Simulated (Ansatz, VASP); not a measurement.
**Mo3N in VASP and in Ansatz**

```xyz
8
Lattice="5.3373 0.0000 0.0000 -2.6686 4.6222 0.0000 0.0000 0.0000 4.4295" Properties=species:S:1:pos:R:3 pbc="T T T"
Mo    2.6686    3.1018    1.1074
Mo   -1.3519    3.8620    3.3221
Mo    1.3167    0.7602    1.1074
Mo    0.0000    1.5204    3.3221
Mo    4.0206    0.7602    1.1074
Mo    1.3519    3.8620    3.3221
N     0.0000    3.0815    1.1074
N     2.6686    1.5407    3.3221
```

Alike in both runs: functional PBE; k mesh 12 × 12 × 8; occupations gaussian, width 0.1 eV; no spin polarisation.

Ansatz relaxed the structure, and its values are those at the end. VASP's run is a single point on that final structure, the one shown.

```csv
,VASP,Ansatz
version,VASP 6.6.1,Ansatz 0.2.0
potentials or method,"VASP PAW PBE potentials, release 64 (Mo_sv, N), cutoff 520 eV","scalar-relativistic, plane waves, PAW"
valence electrons in the cell,94,94
```

|  | VASP | Ansatz | Ansatz less VASP |
| --- | --- | --- | --- |
| gap on the k mesh at the Fermi level (eV) | none | none | - |
| pressure (GPa) | 0.5 | 0.0 | -0.48 |
| rms of the force components (eV/Å) | 0.007 | 0.000 | -0.0064 |

A gap of «none» marks a metal or a gap that the smearing closes.
